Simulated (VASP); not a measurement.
# BN (rocksalt type) (Fm-3m) in VASP: a series of runs, part 2 of 2

VASP 6.6.1.

**4. Relaxation of cell and atoms, PBE**

This run uses another cell than the first one, of 10.00 Å³/atom, 1.979 times its volume.

Input file INCAR:

```
PREC = Accurate
ENCUT = 600
EDIFF = 1E-7
ISMEAR = -1
SIGMA = 0.08
LREAL = False
LASPH = True
NELM = 100
ALGO = Normal
ISIF = 3
LWAVE = False
LCHARG = False
GGA = PE
IBRION = 2
NSW = 60
EDIFFG = -0.005
```

Input file KPOINTS:

```
Automatic mesh
0
Gamma
  15 15 15
```

Input file POSCAR:

```
BN
1.0
    0.0000000000      2.1544346900      2.1544346900
    2.1544346900      0.0000000000      2.1544346900
    2.1544346900      2.1544346900      0.0000000000
B N
1 1
Direct
    0.0000000000      0.0000000000      0.0000000000
    0.5000000000      0.5000000000      0.5000000000
```

The run is started by

```sh
$ cat potpaw_PBE.64/B/POTCAR potpaw_PBE.64/N/POTCAR > POTCAR
$ mpirun -np 1 vasp_std > vasp.out
```

It took 40 s on 1 thread of Intel Xeon Platinum 8488C (Sapphire Rapids), shared host; peak memory 0.15 GiB.

The run converged. Its results:

```yaml
Free_energy: -13.9648 eV
Relaxed_volume: 5.38 Å³/atom
Relaxed_cell: a = 2.478 Å, b = 2.478 Å, c = 2.478 Å, α = 60.00°, β = 60.00°, γ = 60.00°
Space_group_after_relaxing_to_0.05_Å: Fm-3m (No. 225)
Energy_gained_by_relaxing: 1559.8 meV/atom
Ionic_steps: 18
Pressure_after_relaxing: -0.1 GPa
Band_gap_on_the_k_mesh: 1.18 eV, indirect (least direct gap 5.88 eV)
```

Step by step:
| step | energy change (eV) | largest force (eV/Å) | pressure (GPa) | volume (Å³) |
| --- | --- | --- | --- | --- |
| 1 | 0.0000 | 0.0000 | -60.64 | 20.00 |
| 2 | -3.1166 | 0.0000 | -5.65 | 10.92 |
| 3 | -3.1196 | 0.0000 | -0.23 | 10.76 |
| 4 | -3.1196 | 0.0000 | -0.23 | 10.76 |
| 5 | -3.1196 | 0.0000 | -0.22 | 10.76 |
| 6 | -3.1196 | 0.0000 | -0.22 | 10.76 |
| 7 | -3.1196 | 0.0000 | -0.22 | 10.76 |
| 8 | -3.1196 | 0.0000 | -0.22 | 10.76 |
| 9 | -3.1196 | 0.0000 | -0.22 | 10.76 |
| 10 | -3.1196 | 0.0000 | -0.22 | 10.76 |
| 11 | -3.1196 | 0.0000 | -0.22 | 10.76 |
| 12 | -3.1196 | 0.0000 | -0.22 | 10.76 |
| 13 | -3.1196 | 0.0000 | -0.22 | 10.76 |
| 14 | -3.1196 | 0.0000 | -0.22 | 10.76 |
| 15 | -3.1196 | 0.0000 | -0.21 | 10.76 |
| 16 | -3.1196 | 0.0000 | -0.21 | 10.76 |
| 17 | -3.1196 | 0.0000 | -0.19 | 10.76 |
| 18 | -3.1196 | 0.0000 | -0.14 | 10.76 |

Final structure:
```
B N
1.0
     0.00000    1.75236    1.75236
     1.75236    0.00000    1.75236
     1.75236    1.75236    0.00000
B N
1 1
Direct
  0.00000 0.00000 0.00000
  0.50000 0.50000 0.50000
```

Levels at points of the mesh, in eV from the valence-band top:
```tsv
k point	band 1	band 2	band 3	band 4	band 5	band 6	band 7	band 8
(0.00, 0.00, 0.00)	-22.38	-0.89	-0.89	-0.89	8.97	11.96	11.96	11.96
```

Caveat: the volume moved by over 15 % at a fixed basis, so the end points are rough. A hybrid or GW would open this gap; PBE tends to underestimate it.

**5. Single point, PBE**

This run uses another cell than the first one, of 5.38 Å³/atom, 1.064 times its volume.

Input file INCAR:

```
  PREC = Accurate
  ENCUT = 600
  EDIFF = 1E-6
  ISMEAR = -1
  SIGMA = 0.08
  LREAL = F
  LASPH = T
  NELM = 120
  ALGO = Normal
  ISIF = 2
  LWAVE = F
  LCHARG = F
  GGA = PE
  NBANDS = 11
  GGA_COMPAT = F
```

Input file KPOINTS:

```
regular mesh
0
Gamma
  15 15 15
```

Input file POSCAR:

```
BN
1.0
    0.0000000000      1.7517371241      1.7517371241
    1.7517371241      0.0000000000      1.7517371241
    1.7517371241      1.7517371241      0.0000000000
B N
1 1
Direct
    0.0000000000      0.0000000000      0.0000000000
    0.5000000000      0.5000000000      0.5000000000
```

Potentials or basis: VASP PAW PBE potentials, release 64 (B, N).

The run is started by

```sh
$ cat potpaw_PBE.64/B/POTCAR potpaw_PBE.64/N/POTCAR > POTCAR
$ mpirun -np 1 vasp_std > vasp.out
```

OUTCAR:

```text
PREC = Accurate
   ENCUT = 600
   EDIFF = 1E-6
   ISMEAR = -1
   LREAL = F
   LASPH = T
   NELM = 120
   ISIF = 2
   GGA = PE

 ion  position               nearest neighbor table
   1  0.000  0.000  0.000-   2 1.75   2 1.75   2 1.75   2 1.75   2 1.75   2 1.75
   2  0.500  0.500  0.500-   1 1.75   1 1.75   1 1.75   1 1.75   1 1.75   1 1.75

  LATTYP: Found a face centered cubic cell.
 ALAT       =     3.5034742482

  Lattice vectors:

 A1 = (   0.0000000000,   1.7517371241,   1.7517371241)
 A2 = (   1.7517371241,   0.0000000000,   1.7517371241)
 A3 = (   1.7517371241,   1.7517371241,   0.0000000000)

Analysis of symmetry for initial positions (statically):
=====================================================================
 Subroutine PRICEL returns:
 Original cell was already a primitive cell.

 Routine SETGRP: Setting up the symmetry group for a
 face centered cubic supercell.

 Subroutine GETGRP returns: Found 48 space group operations
 (whereof 48 operations were pure point group operations)
 out of a pool of 48 trial point group operations.

The static configuration has the point symmetry O_h .

[... 162 lines left out ...]
 cond. band min:      11.4657980343   @ k =   0.4667   0.4667   0.0000
 fundamental gap:      1.1882308852
 Fermi energy:        10.9341366688

 k-point     1 :       0.0000    0.0000    0.0000
  band No.  band energies     occupation
      1     -12.1112      2.00000
      2       9.3855      2.00000
      3       9.3855      2.00000
      4       9.3855      2.00000
      5      19.2714      0.00000
      6      22.2472      0.00000
      7      22.2472      0.00000
      8      22.2472      0.00000
      9      28.7913      0.00000
     10      28.7913      0.00000
     11      28.7913      0.00000
[... 309 lines left out ...]
 k-point    24 :       0.2000    0.1333    0.0000
  band No.  band energies     occupation
      1     -10.9972      2.00000
      2       6.8956      2.00000
      3       7.9590      2.00000
      4       8.8121      2.00000
      5      17.0255      0.00000
      6      20.7383      0.00000
      7      22.0833      0.00000
      8      22.4458      0.00000
      9      24.8175      0.00000
     10      33.1291      0.00000
     11      33.4009      0.00000

 [... further k-points ...]
[... 5 lines left out ...]
  --------------------------------------------------------------------------------------
  -------------------------------------------------------------------------------------
  Total       -0.0204825     -0.0204825     -0.0204825      0.0000000      0.0000000      0.0000000
  in kB       -3.0525041     -3.0525041     -3.0525041      0.0000000      0.0000000      0.0000000
  external PRESSURE =      -3.0525041 kB  Pullay stress =       0.0000000 kB

 VOLUME and BASIS-vectors are now :
 -----------------------------------------------------------------------------
  energy-cutoff  :      600.00
  volume of cell :       10.75
      direct lattice vectors                 reciprocal lattice vectors
     0.000000000  1.751737124  1.751737124    -0.285430955  0.285430955  0.285430955
     1.751737124  0.000000000  1.751737124     0.285430955 -0.285430955  0.285430955
     1.751737124  1.751737124  0.000000000     0.285430955  0.285430955 -0.285430955

 POSITION                                       TOTAL-FORCE (eV/Angst)
 -----------------------------------------------------------------------------------
      0.00000      0.00000      0.00000        -0.000000     -0.000000      0.000000
      1.75174      1.75174      1.75174         0.000000      0.000000      0.000000
 -----------------------------------------------------------------------------------
    total drift:                                0.000000      0.000000      0.000000

  FREE ENERGIE OF THE ION-ELECTRON SYSTEM (eV)
  ---------------------------------------------------
  free  energy   TOTEN  =       -13.9490946524 eV

  energy  without entropy=      -13.9490871083  energy(sigma->0) =      -13.94909088
```

stdout:

```text
POSCAR found type information on POSCAR B N
 POSCAR found :  2 types and       2 ions
 scaLAPACK will be used
 LDA part: xc-table for (Slater+PW92), standard interpolation
 POSCAR, INCAR and KPOINTS ok, starting setup
 FFT: planning ... GRIDC
 FFT: planning ... GRID_SOFT
 FFT: planning ... GRID
 WAVECAR not read
 entering main loop
```

It took 21 s on 1 thread of Intel Xeon 8259CL, shared host; peak memory 0.13 GiB.

What came out:

```
Free energy            : -13.9491 eV
Pressure               : -0.3 GPa
Band gap on the k mesh : 1.19 eV, indirect (least direct gap 5.89 eV)
```

A k mesh can miss the band edges.

**6. Overview**

| task | cell | cutoff (eV) | gap on the mesh (eV) | pressure (GPa) |
| --- | --- | --- | --- | --- |
| single point | a = 2.427 Å, angles 60.0°, 2 atoms | 520 | 1.66 | 26.6 |
| single point | a = 2.477 Å, angles 60.0°, 2 atoms | 520 | 1.19 | -0.1 |
| relaxation of cell and atoms | relaxed from a = 3.047 Å, angles 60.0°, 2 atoms | 600 | 1.18 | -0.1 |
| single point | a = 2.477 Å, angles 60.0°, 2 atoms | 600 | 1.19 | -0.3 |

Alike in all rows: level PBE; potentials or basis VASP PAW PBE potentials, release 64 (B, N); no spin polarisation; k mesh 15 × 15 × 15; smearing fermi-dirac 0.08 eV.

Caveats: the volume moved by over 15 % at a fixed basis, so the end points are rough (some runs).

Absolute energies hang on the potentials; compare differences alone.
